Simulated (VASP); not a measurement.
Here is a VASP 6.6.1 calculation.

Contents of INCAR:

```
SYSTEM = Ca4Ge2N
PREC = Accurate
ENCUT = 600
EDIFF = 1E-6
ISMEAR = 0
SIGMA = 0.2
LREAL = .False.
LASPH = .True.
NELM = 60
ALGO = Normal
ISIF = 3
LWAVE = .False.
LCHARG = .False.
GGA = PE
IBRION = 2
NSW = 36
EDIFFG = -0.08
```

File KPOINTS:

```
Automatic mesh
0
Gamma
  5 5 2
  0 0 0
```

POSCAR

```
Ca4Ge2N
1.0
    3.8500000000      0.0000000000      0.0000000000
   -1.9250000000      3.3341978000      0.0000000000
    0.0000000000      0.0000000000     11.8000000000
Ca Ge N
4 2 1
Direct
    0.6666666700      0.3333333300      0.3850000000
    0.6666666700      0.3333333300      0.8950000000
    0.3333333300      0.6666666700      0.1050000000
    0.3333333300      0.6666666700      0.6150000000
    0.0000000000      0.0000000000      0.2500000000
    0.0000000000      0.0000000000      0.7500000000
    0.0000000000      0.0000000000      0.0000000000
```

Potentials or basis: VASP PAW PBE potentials, release 64 (Ca_sv, Ge_d, N).

The run is started by

```console
$ cat potpaw_PBE.64/Ca_sv/POTCAR potpaw_PBE.64/Ge_d/POTCAR potpaw_PBE.64/N/POTCAR > POTCAR
$ mpirun -np 1 vasp_std > vasp.out
```

Estimate the relaxed cell.

a = 3.604 Å, b = 3.604 Å, c = 15.522 Å, α = 90.00°, β = 90.00°, γ = 120.00°.

What does it give for the space group after relaxing (to 0.05 Å)?

P-3m1 (No. 164).

Estimate the relaxed volume.

24.94 Å³/atom.

Stress tensor (GPa, compression positive):
```
0.11 0.00 0.00
0.00 0.11 0.00
0.00 0.00 0.20
```

Caveat: the k points lie up to 0.40 Å⁻¹ apart in the final cell; the volume moved by over 15 % at a fixed basis, so the end points are rough.
